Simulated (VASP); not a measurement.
Al: single point with PBE+D3(BJ)

Crystal: Al.

```xyz
1
Lattice="0.0000 2.1366 1.8162 2.1366 0.0000 1.8162 2.1366 2.1366 0.0000" Properties=species:S:1:pos:R:3 pbc="T T T"
Al    0.0000    0.0000    0.0000
```

This cell differs from its parent crystal: ratio of the length along z to the lengths across it x 0.85, volume and fractional coordinates fixed.

```json
{
 "Program": "VASP 6.6.1",
 "Task": "single point",
 "Functional": "PBE",
 "Dispersion": "D3(BJ)",
 "Potentials or basis": "VASP PAW PBE potentials, release 64 (Al)",
 "Cutoff": "520 eV",
 "k mesh": "22 × 22 × 22",
 "Occupations": "gaussian, width 0.15 eV",
 "Spin": "no spin polarisation",
 "Dipole correction": "no",
 "Further INCAR settings": "ALGO = Normal; EDIFF = 1e-06; NBANDS = 8"
}
```

The pressure is -2.6 GPa and the dispersion energy per atom is -0.334 eV.

Stress tensor (GPa, compression positive):
```
-5.02  0.00  0.00
 0.00 -5.02  0.00
 0.00  0.00  2.19
```

Levels at points of the mesh, in eV from the Fermi level:
| k point | band 1 | band 2 | band 3 | band 4 |
| --- | --- | --- | --- | --- |
| (0.00, 0.00, 0.00) | -11.06 | 12.44 | 12.44 | 13.96 |
| (0.50, 0.00, 0.00) | -4.48 | -4.22 | 9.63 | 9.80 |
| (0.50, 0.50, 0.00) | -1.02 | 0.74 | 3.74 | 3.74 |
| (0.50, 0.00, 0.50) | -3.59 | -2.65 | 6.27 | 6.38 |

Run time: 57 s on 1 thread of AMD EPYC 9R45 96-Core Processor (Zen 5), with other jobs on the host, peak memory 0.19 GiB.

Caveat: pairwise dispersion overbinds metals, which lowers pressure and volume.
